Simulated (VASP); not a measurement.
ZnF2: single point with PBE

The system is ZnF2.

```
Zn F
1.0
     4.79999    0.00000    0.00000
     0.00000    4.79999    0.00000
     0.00000    0.00000    3.17561
Zn F
2 4
Direct
  0.00000 0.00000 0.00000
  0.50000 0.50000 0.50000
  0.30438 0.30438 0.00000
  0.19562 0.80438 0.50000
  0.69562 0.69562 0.00000
  0.80438 0.19562 0.50000
```

```json
{
 "Program": "VASP 6.6.1",
 "Task": "single point",
 "Functional": "PBE",
 "Potentials or basis": "VASP PAW PBE potentials, release 64 (Zn, F)",
 "Cutoff": "520 eV",
 "k mesh": "6 × 6 × 10",
 "Occupations": "gaussian, width 0.05 eV",
 "Spin": "no spin polarisation",
 "Dipole correction": "no",
 "k mesh for the DOS": "9 × 9 × 15",
 "Occupations for the DOS": "tetrahedron",
 "Further INCAR settings": "ALGO = Normal; EDIFF = 1e-06"
}
```

```json
{
  "Valence electrons inside the program's atomic spheres": "Zn 10.57; F 6.09"
}
```

Levels at points of the mesh, in eV from the valence-band top:
| k point | band 23 | band 24 | band 25 | band 26 | band 27 | band 28 | band 29 | band 30 |
| --- | --- | --- | --- | --- | --- | --- | --- | --- |
| (0.00, 0.00, 0.00) | -0.89 | -0.23 | -0.23 | 0.00 | 3.46 | 9.04 | 9.67 | 9.67 |

Run time: 7 min on 1 thread of Oxide Virtual Turin-like Processor (shared host), peak memory 0.28 GiB.
